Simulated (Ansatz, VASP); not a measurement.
**Two plane-wave programs on CdF2**

File POSCAR:

```
CdF2
1.0
    0.0000000000      2.6940000000      2.6940000000
    2.8960500000      0.0000000000      2.6940000000
    2.8960500000      2.6940000000      0.0000000000
Cd F
1 2
Direct
    0.0000000000      0.0000000000      0.0000000000
    0.2500000000      0.2500000000      0.2500000000
    0.7500000000      0.7500000000      0.7500000000
```

INCAR.step1

```
SYSTEM = CdF2
PREC = Accurate
ENCUT = 520
ISMEAR = 0
SIGMA = 0.05
LREAL = .False.
LASPH = .True.
NELM = 100
NBANDS = 20
GGA = PE
ALGO = Normal
EDIFF = 1E-4
LWAVE = .True.
LCHARG = .False.
```

Contents of INCAR.step2:

```
SYSTEM = CdF2
PREC = Accurate
ENCUT = 520
EDIFF = 1E-6
ISMEAR = 0
SIGMA = 0.05
LREAL = .False.
LASPH = .True.
NELM = 100
ALGO = Normal
ISIF = 2
LWAVE = .False.
LCHARG = .False.
METAGGA = R2SCAN
LMIXTAU = .True.
NBANDS = 20
ISTART = 1
```

KPOINTS

```
regular mesh
0
Gamma
  8 8 8
  0 0 0
```

Input for Ansatz:

```yaml
crystal:
  lattice:
    - [0.0, 2.694, 2.694]
    - [2.89605, 0.0, 2.694]
    - [2.89605, 2.694, 0.0]
  atoms:
    - { symbol: Cd, position: [0.0, 0.0, 0.0] }
    - { symbol: F, position: [0.25, 0.25, 0.25] }
    - { symbol: F, position: [0.75, 0.75, 0.75] }
basis:
  ecutwfc: 500
kpoints:
  mp_grid: { grid: [8, 8, 8] }
hamiltonian:
  xc: r2scan
scf:
  occupations: { method: gaussian, width: 0.05 }
output:
  forces: true
  stress: true
  eigenvalues: true
```

Change from the starting cell: strain +0.0750 x Voigt [1, 0, 0, 0, 0, 0], atoms carried along.

Alike in both runs: task single point; functional r2SCAN; k mesh 8 × 8 × 8; occupations gaussian, width 0.05 eV; no spin polarisation.

|  | VASP | Ansatz |
| --- | --- | --- |
| version | VASP 6.6.1 | Ansatz 0.2.0 |
| potentials or method | VASP PAW PBE potentials, release 64 (Cd, F), cutoff 520 eV | scalar-relativistic, plane waves, PAW |
| valence electrons in the cell | 26 | 34 |

```tsv
	VASP	Ansatz	Ansatz less VASP
gap on the k mesh at the Fermi level (eV)	3.34	3.38	+0.039
least direct gap on the mesh (eV)	3.90	3.95	+0.045
pressure (GPa)	-6.3	-6.9	-0.62
traceless stress, the component that is largest in VASP (GPa)	-5.30	-5.37	-0.075
```

VASP's potentials were made for PBE, not for r2SCAN. VASP's potentials hold 26 valence electrons a cell and Ansatz's 34, so a difference there can come from the potentials and not from the codes.
